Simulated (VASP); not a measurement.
A run of VASP 6.6.1 is set up as follows.

The input POSCAR:

```
TiB2
1.0
    3.0292000000      0.0000000000      0.0000000000
   -1.5146000000      2.6233640000      0.0000000000
    0.0000000000      0.0000000000      3.2284000000
Ti B
1 2
Direct
    0.0000000000      0.0000000000      0.0000000000
    0.3333333333      0.6666666667      0.5000000000
    0.6666666667      0.3333333333      0.5000000000
```

The input INCAR.step1:

```
PREC     = Accurate       # precision mode
ENCUT    = 550            # plane-wave cutoff, eV
ISMEAR   = 1              # smearing method
SIGMA    = 0.25           # smearing width, eV
LREAL    = F              # projectors in reciprocal space
LASPH    = T              # aspherical terms in the spheres
NELM     = 120            # most SCF steps
NBANDS   = 16             # bands
GGA      = PE             # functional
ALGO     = Normal         # electronic algorithm
EDIFF    = 1E-5           # SCF threshold, eV
LWAVE    = T              # write WAVECAR
LCHARG   = F              # write CHGCAR
GGA_COMPAT= F
```

Contents of INCAR.step2:

```
PREC     = Accurate       # precision mode
ENCUT    = 550            # plane-wave cutoff, eV
EDIFF    = 1E-6           # SCF threshold, eV
ISMEAR   = 1              # smearing method
SIGMA    = 0.25           # smearing width, eV
LREAL    = F              # projectors in reciprocal space
LASPH    = T              # aspherical terms in the spheres
NELM     = 120            # most SCF steps
ALGO     = Normal         # electronic algorithm
ISIF     = 2              # what is computed and relaxed
LWAVE    = F              # write WAVECAR
LCHARG   = T              # write CHGCAR
METAGGA  = R2SCAN         # meta-GGA
LMIXTAU  = T            
LELF     = T              # ELF
LVHAR    = T            
NBANDS   = 16             # bands
ISTART   = 1            
GGA_COMPAT= F
```

Contents of KPOINTS:

```
regular mesh
0
Gamma
  10 10 9
```

Potentials or basis: VASP PAW PBE potentials, release 64 (Ti_sv, B).

Run with:

```console
$ cat potpaw_PBE.64/Ti_sv/POTCAR potpaw_PBE.64/B/POTCAR > POTCAR
$ cp INCAR.step1 INCAR
$ mpirun -np 1 vasp_std > vasp.out
$ cp INCAR.step2 INCAR
$ mpirun -np 1 vasp_std > vasp.out
```

(1) Estimate the band gap on the k mesh.

(2) Predict the pressure.

Answers

(1) zero (bands 9 and 10 overlap by 0.35 eV).

(2) -0.4 GPa.

Caveat: the PAW data sets were made with another functional, which shifts forces and pressure a little.
